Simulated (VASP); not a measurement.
Write the native input for VASP 6.6.1 that does the following.

```
Task                   : single point
Functional             : PBE
Potentials or basis    : VASP PAW PBE potentials, release 64 (Si, W_sv)
Cutoff                 : 520 eV
k mesh                 : 9 × 9 × 6
Occupations            : gaussian, width 0.03 eV
Spin                   : no spin polarisation
Dipole correction      : no
Further INCAR settings : ALGO = Normal; EDIFF = 1e-06; NBANDS = 43
```

The structure of Si2W lies in POSCAR:

```
Si2W
1.0
    4.7444861815      0.0000000000      0.0000000000
   -2.3722430908      4.1088455611      0.0000000000
    0.0000000000      0.0000000000      6.2873930878
Si W
6 3
Direct
    0.8488551621      0.6977103243      0.5000000000
    0.1511448379      0.8488551621      0.8333333333
    0.6977103243      0.8488551621      0.1666666667
    0.1511448379      0.3022896757      0.5000000000
    0.8488551621      0.1511448379      0.8333333333
    0.3022896757      0.1511448379      0.1666666667
    0.0000000000      0.5000000000      0.1666666667
    0.5000000000      0.5000000000      0.8333333333
    0.5000000000      0.0000000000      0.5000000000
```

This cell differs from its parent crystal: atoms shifted along a free coordinate, c/a of the conventional cell at fixed volume 1.3252.

One way to write it, as run:

INCAR

```
PREC     = Accurate       # precision mode
ENCUT    = 520            # plane-wave cutoff, eV
EDIFF    = 1E-6           # SCF threshold, eV
ISMEAR   = 0              # smearing method
SIGMA    = 0.03           # smearing width, eV
LREAL    = False          # projectors in reciprocal space
LASPH    = True           # aspherical terms in the spheres
NELM     = 80             # most SCF steps
ALGO     = Normal         # electronic algorithm
ISIF     = 2              # what is computed and relaxed
LWAVE    = False          # write WAVECAR
LCHARG   = True           # write CHGCAR
GGA      = PE             # functional
LELF     = True           # ELF
LVHAR    = True         
NBANDS   = 43             # bands
```

KPOINTS

```
regular mesh
0
Gamma
  9 9 6
```

Potentials or basis: VASP PAW PBE potentials, release 64 (Si, W_sv).

Run with:

```sh
$ cat potpaw_PBE.64/Si/POTCAR potpaw_PBE.64/W_sv/POTCAR > POTCAR
$ mpirun -np 1 vasp_std > vasp.out
```

It gave:

The pressure is 3.5 GPa and the largest force is 1.514 eV/Å. The band gap on the k mesh is zero (bands 33 and 34 overlap by 0.25 eV).

Caveat: the stress differs along the axes, from -3 to 17 GPa; spin-orbit coupling is left out, which moves the levels of the heavy elements; forces of over 1 eV/Å act on the atoms, so gaps and moduli don't describe the material at rest.

Wall time 4.6 min on 1 thread of Intel Xeon 8259CL (shared host), peak memory 0.36 GiB.
